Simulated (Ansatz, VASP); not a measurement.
Fe in VASP and in Ansatz

```
Fe
1.0
    -1.44300    1.44300    1.44300
     1.44300   -1.44300    1.44300
     1.44300    1.44300   -1.44300
Fe
1
Direct
  0.00000 0.00000 0.00000
```

Alike in both runs: task single point; functional PBEsol; k mesh 11 × 11 × 11; occupations fermi-dirac, width 0.05 eV; collinear spin; fixed moment 1.5 μB.

|  | VASP | Ansatz |
| --- | --- | --- |
| version | VASP 6.6.1 | Ansatz 0.2.0 |
| potentials or method | VASP PAW PBE potentials, release 64 (Fe_sv) | Ansatz PAW |
| plane-wave cutoff (eV) | 600 | 420 |
| valence electrons in the cell | 16 | 16 |

Ansatz gave:

```
net moment per atom (μB)                                      : 1.50
size of the moment on the site where the two differ most (μB) : 1.56
```

Problem. Which values does VASP return?

Solution. net moment per atom (μB): 1.50; size of the moment on the site where the two differ most (μB): 1.54.

VASP's potentials were made for PBE, not for PBEsol. Site moments also hang on the region over which each program counts them.
